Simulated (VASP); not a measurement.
GaAs:

```
Ga As
1.0
     0.00000    2.75801    2.75801
     2.75801    0.00000    2.75801
     2.75801    2.75801    0.00000
Ga As
1 1
Cartesian
  0.0000 0.0000 0.0000
  1.3790 1.3790 1.3790
```

This cell differs from its parent crystal: strain -2.6%.

Base run:

```yaml
Program: VASP 6.6.1
Functional: PBE
Potentials_or_basis: VASP PAW PBE potentials, release 64 (Ga_d, As)
Cutoff: 520 eV
k_mesh: 8 × 8 × 8
Occupations: fermi-dirac, width 0.02 eV
Spin: no spin polarisation
```

Its results: band gap on the k mesh 1.09 eV, direct; pressure 10.1 GPa.

Task: The run is repeated on the same cell with these changes: functional from PBE to r2SCAN; occupations from fermi-dirac, width 0.02 eV to gaussian, width 0.01 eV. What comes out?

Result: Band gap on the k mesh 1.59 eV, indirect (least direct gap 1.61 eV); pressure 7.2 GPa.

Caveats: the PAW data sets were made with another functional, which shifts forces and pressure a little (some runs).

A k mesh can miss the band edges.
